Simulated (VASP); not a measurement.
# CoC (NiAs type) (P6_3/mmc) in VASP: further runs, part 2 of 2

VASP 6.6.1. Earlier steps stand in the parts before.

### Step 3. Single point, PBEsol, collinear spin, ferromagnetic start

This run uses another cell than the first one, of 7.67 Å³/atom, 1.006 times its volume.

INCAR reads:

```
SYSTEM = CoC
PREC = Accurate
ENCUT = 520
EDIFF = 1E-6
ISMEAR = -1
SIGMA = 0.05
LREAL = .FALSE.
LASPH = .TRUE.
NELM = 150
ALGO = Normal
ISIF = 2
LWAVE = .FALSE.
LCHARG = .FALSE.
ISPIN = 2
MAGMOM = 1.7 1.7 0 0
LORBIT = 11
LMAXMIX = 4
GGA = PS
NBANDS = 25
```

KPOINTS reads:

```
Automatic mesh
0
G
  12 12 7
  0 0 0
```

POSCAR reads:

```
CoC
1.0
    2.7601968936      0.0000000000      0.0000000000
   -1.3800984468      2.3904006293      0.0000000000
    0.0000000000      0.0000000000      4.6470406111
Co C
2 2
Direct
    0.0000000000      0.0000000000      0.0000000000
    0.0000000000      0.0000000000      0.5000000000
    0.3333333333      0.6666666667      0.2500000000
    0.6666666667      0.3333333333      0.7500000000
```

Potentials or basis: VASP PAW PBE potentials, release 64 (Co, C).

The run is started by

```
> cat potpaw_PBE.64/Co/POTCAR potpaw_PBE.64/C/POTCAR > POTCAR
> mpirun -np 1 vasp_std > vasp.out
```

OUTCAR:

```text
SYSTEM = CoC
   PREC = Accurate
   ENCUT = 520
   EDIFF = 1E-6
   ISMEAR = -1
   LREAL = .FALSE.
   LASPH = .TRUE.
   NELM = 150
   ISIF = 2
   ISPIN = 2
   LORBIT = 11
   GGA = PS

 ion  position               nearest neighbor table
   1  0.000  0.000  0.000-   3 1.97   4 1.97   3 1.97   4 1.97   4 1.97   3 1.97   2 2.32   2 2.32

   2  0.000  0.000  0.500-   3 1.97   4 1.97   3 1.97   4 1.97   4 1.97   3 1.97   1 2.32   1 2.32

   3  0.333  0.667  0.250-   1 1.97   2 1.97   1 1.97   2 1.97   1 1.97   2 1.97
   4  0.667  0.333  0.750-   1 1.97   2 1.97   1 1.97   2 1.97   1 1.97   2 1.97

  LATTYP: Found a hexagonal cell.
 ALAT       =     2.7601968936
 C/A-ratio  =     1.6835902619

  Lattice vectors:

 A1 = (   2.7601968936,   0.0000000000,   0.0000000000)
 A2 = (  -1.3800984468,   2.3904006293,   0.0000000000)
 A3 = (   0.0000000000,   0.0000000000,   4.6470406111)

Analysis of symmetry for initial positions (statically):
=====================================================================
 Subroutine PRICEL returns:
 Original cell was already a primitive cell.

 Routine SETGRP: Setting up the symmetry group for a
 hexagonal supercell.

 Subroutine GETGRP returns: Found 24 space group operations
 (whereof 12 operations were pure point group operations)
 out of a pool of 24 trial point group operations.

The static configuration has the point symmetry D_3d.
 The point group associated with its full space group is D_6h.

Analysis of symmetry for dynamics (positions and initial velocities):
=====================================================================
 Subroutine PRICEL returns:
 Original cell was already a primitive cell.

 Routine SETGRP: Setting up the symmetry group for a
 hexagonal supercell.

 Subroutine GETGRP returns: Found 24 space group operations
 (whereof 12 operations were pure point group operations)
 out of a pool of 24 trial point group operations.

The dynamic configuration has the point symmetry D_3d.
 The point group associated with its full space group is D_6h.

Analysis of structural, dynamic, and magnetic symmetry:
=====================================================================
 Subroutine PRICEL returns:
 Original cell was already a primitive cell.

 Routine SETGRP: Setting up the symmetry group for a
 hexagonal supercell.

 Subroutine GETGRP returns: Found 24 space group operations
 (whereof 12 operations were pure point group operations)
 out of a pool of 24 trial point group operations.

The overall configuration has the point symmetry D_3d.
 The point group associated with its full space group is D_6h.

 Subroutine INISYM returns: Found 24 space group operations
 (whereof 12 operations are pure point group operations),
 and found     1 'primitive' translations

----------------------------------------------------------------------------------------

                                     Primitive cell

  volume of cell :      30.6611

  direct lattice vectors                    reciprocal lattice vectors
     2.760196894  0.000000000  0.000000000     0.362292995  0.209169958  0.000000000
    -1.380098447  2.390400629  0.000000000     0.000000000  0.418339917  0.000000000
     0.000000000  0.000000000  4.647040611     0.000000000  0.000000000  0.215190717

  length of vectors
     2.760196894  2.760196894  4.647040611     0.418339917  0.418339917  0.215190717

  position of ions in fractional coordinates (direct lattice)
     0.000000000  0.000000000  0.000000000
     0.000000000  0.000000000  0.500000000
     0.333333333  0.666666667  0.250000000
     0.666666667  0.333333333  0.750000000

  ion indices of the primitive-cell ions
   primitive index   ion index
[... 78 lines left out ...]
   EDIFFG = 0.1E-04   stopping-criterion for IOM
   NSW    =      0    number of steps for IOM
   IBRION =     -1    ionic relax: 0-MD 1-quasi-New 2-CG
   NFREE  =      0    steps in history (QN), initial steepest desc. (CG)
   ISIF   =      2    stress and relaxation
   ISYM   =      2    0-nonsym 1-usesym 2-fastsym
   POTIM  = 0.5000    time-step for ionic-motion
   TEBEG  =    0.0;   TEEND  =   0.0 temperature during run
   PSTRESS=    0.0 pullay stress
   NELECT =      26.0000    total number of electrons
   NUPDOWN=      -1.0000    fix difference up-down
   EMIN   =  10.00;   EMAX   =-10.00  energy-range for DOS
   EFERMI =   0.00;   METHOD = LEGACY
   ISMEAR =    -1;   SIGMA  =   0.05  broadening in eV -4-tet -1-fermi 0-gaus
   EFERMI_NEDOS =   21; number of points for ismear=-14 and -15
   IALGO  =     38    algorithm
   IMIX   =      4    mixing-type and parameters
     AMIX     =   0.40;   BMIX     =  1.00
     AMIX_MAG =   1.60;   BMIX_MAG =  1.00
  volume/ion in A,a.u.               =       7.67        51.73
  Fermi-wavevector in a.u.,A,eV,Ry     =   1.549543  2.928211 32.668710  2.401082
  Thomas-Fermi vector in A             =   2.654335
   LORBIT       =     11    0 simple, 1 ext, 2 COOP (PROOUT), +10 PAW based schemes
   GGA     = PS    functional components
   LHFCALC =     F    Hartree Fock is set to
   AEXX    =    0.0000 exact exchange contribution
   IVDW    =     0    specifies the selected vdW correction
   LEPSILON=     F    determine dielectric tensor
   LRPA    =     F    only Hartree local field effects (RPA)
 spin polarized calculation
  energy-cutoff  :      520.00
  volume of cell :       30.66
 maximum number of plane-waves:       841
 NGX is ok and might be reduce to    24
   NGX = 11   NGY = 11   NGZ = 17

 number of electron      26.0000005 magnetization      -0.0078746

 number of electron      26.0000005 magnetization       0.0005078

 Free energy of the ion-electron system (eV)
  ---------------------------------------------------
  ext. energy  EPLUGINS =         0.00000000
  ---------------------------------------------------
  free energy    TOTEN  =       -32.77727212 eV

  energy without entropy =      -32.75447391  energy(sigma->0) =      -32.76587302

 E-fermi :  11.2665     XC(G=0): -14.0548

 val. band max:       11.2397980827   @ k =   0.3333   0.2500   0.4286
 cond. band min:      11.2689332227   @ k =   0.4167   0.1667   0.0000
 fundamental gap:      0.0291351400
 Fermi energy:        11.2664966512

 spin component 1

 k-point     1 :       0.0000    0.0000    0.0000
  band No.  band energies     occupation
      1      -4.5057      1.00000
      2      -0.1328      1.00000
      3       2.6995      1.00000
      4       6.1617      1.00000
      5       6.1617      1.00000
      6       6.7969      1.00000
[... 661 lines left out ...]
     24      27.8458      0.00000
     25      28.5572      0.00000

 [... further k-points ...]

 spin component 2

 k-point     1 :       0.0000    0.0000    0.0000
  band No.  band energies     occupation
      1      -4.5056      1.00000
      2      -0.1329      1.00000
      3       2.6997      1.00000
      4       6.1618      1.00000
      5       6.1618      1.00000
      6       6.7964      1.00000
[... 661 lines left out ...]
     24      27.8461      0.00000
     25      28.5573      0.00000

 [... further k-points ...]
[... 5 lines left out ...]
  --------------------------------------------------------------------------------------
  -------------------------------------------------------------------------------------
  Total        1.2570475      1.2570475      1.2203833      0.0000000      0.0000000     -0.0000000
  in kB       65.6863398     65.6863398     63.7704667      0.0000000      0.0000000     -0.0000000
  external PRESSURE =      65.0477155 kB  Pullay stress =       0.0000000 kB

 VOLUME and BASIS-vectors are now :
 -----------------------------------------------------------------------------
  energy-cutoff  :      520.00
  volume of cell :       30.66
      direct lattice vectors                 reciprocal lattice vectors
     2.760196894  0.000000000  0.000000000     0.362292995  0.209169958  0.000000000
    -1.380098447  2.390400629  0.000000000     0.000000000  0.418339917  0.000000000
     0.000000000  0.000000000  4.647040611     0.000000000  0.000000000  0.215190717

 POSITION                                       TOTAL-FORCE (eV/Angst)
 -----------------------------------------------------------------------------------
      0.00000      0.00000      0.00000        -0.000000      0.000000     -0.000000
      0.00000      0.00000      2.32352        -0.000000      0.000000     -0.000000
     -0.00000      1.59360      1.16176         0.000000     -0.000000     -0.000000
      1.38010      0.79680      3.48528        -0.000000      0.000000      0.000000
 -----------------------------------------------------------------------------------
    total drift:                               -0.000000      0.000000      0.000000

  FREE ENERGIE OF THE ION-ELECTRON SYSTEM (eV)
  ---------------------------------------------------
  free  energy   TOTEN  =       -32.7772721248 eV

  energy  without entropy=      -32.7544739124  energy(sigma->0) =      -32.76587302

 total charge

# of ion       s       p       d       tot
------------------------------------------
    1        0.527   0.816   7.541   8.885
    2        0.527   0.816   7.541   8.885
    3        0.883   1.441   0.000   2.324
    4        0.883   1.441   0.000   2.324
--------------------------------------------------
tot          2.821   4.514  15.083  22.418

 magnetization (x)

# of ion       s       p       d       tot
------------------------------------------
    1        0.000   0.000  -0.000  -0.000
    2        0.000   0.000  -0.000  -0.000
    3       -0.000  -0.000   0.000  -0.000
    4       -0.000  -0.000   0.000  -0.000
--------------------------------------------------
tot         -0.000  -0.000  -0.000  -0.000
```

OSZICAR:

```text
N       E                     dE             d eps       ncg     rms          rms(c)
DAV:   1     0.151060739608E+03    0.15106E+03   -0.11200E+04  8040   0.127E+03
DAV:   2    -0.274878138409E+02   -0.17855E+03   -0.16263E+03  8073   0.276E+02
DAV:   3    -0.406527109820E+02   -0.13165E+02   -0.12589E+02  8982   0.825E+01
DAV:   4    -0.409741011017E+02   -0.32139E+00   -0.32042E+00  8960   0.129E+01
DAV:   5    -0.409841480977E+02   -0.10047E-01   -0.10045E-01  9879   0.223E+00    0.355E+01
DAV:   6    -0.492409446838E+02   -0.82568E+01   -0.64108E+01  9183   0.156E+02    0.376E+01
DAV:   7    -0.327047635150E+02    0.16536E+02   -0.44885E+01  8976   0.108E+02    0.596E+00
DAV:   8    -0.327833739957E+02   -0.78610E-01   -0.16878E+00  8587   0.853E+00    0.265E+00
DAV:   9    -0.327773025509E+02    0.60714E-02   -0.63951E-02 11049   0.277E+00    0.133E+00
DAV:  10    -0.327773360705E+02   -0.33520E-04   -0.52743E-03 10971   0.668E-01    0.329E-01
DAV:  11    -0.327772460686E+02    0.90002E-04   -0.89913E-04 11182   0.330E-01    0.144E-01
DAV:  12    -0.327772618047E+02   -0.15736E-04   -0.15419E-04 11059   0.130E-01    0.696E-02
DAV:  13    -0.327772716981E+02   -0.98934E-05   -0.21518E-05 11600   0.447E-02    0.375E-02
DAV:  14    -0.327772721248E+02   -0.42665E-06   -0.41908E-06  6747   0.272E-02
   1 F= -.32777272E+02 E0= -.32765873E+02  d E =-.227982E-01  mag=     0.0001
```

stdout:

```text
POSCAR found type information on POSCAR CoC
 POSCAR found :  2 types and       4 ions
 scaLAPACK will be used
 -----------------------------------------------------------------------------
|                                                                             |
|                                                                             |
|     You enforced a specific xc type in the INCAR file but a different       |
|     I HOPE YOU KNOW WHAT YOU ARE DOING!                                     |
|                                                                             |
 -----------------------------------------------------------------------------

 LDA part: xc-table for (Slater+PW92), standard interpolation
 POSCAR, INCAR and KPOINTS ok, starting setup
 FFT: planning ... GRIDC
 FFT: planning ... GRID_SOFT
 FFT: planning ... GRID
 WAVECAR not read
 entering main loop
```

Wall time 2.9 min (1 thread of AMD EPYC 7R13, shared host); peak memory 0.2 GiB.

What came out:

| Item | Value |
| --- | --- |
| Free energy | -32.7773 eV |
| Pressure | 6.5 GPa |
| Band gap on the k mesh | zero (filled and empty bands overlap) |
| Net moment | 0.00 μB per cell |
| Valence electrons inside the program's atomic spheres | Co 8.88; C 2.32 |

Caveat: the starting moments collapsed, and a magnetic state may lie lower; the PAW data sets were made with another functional, which shifts forces and pressure a little.
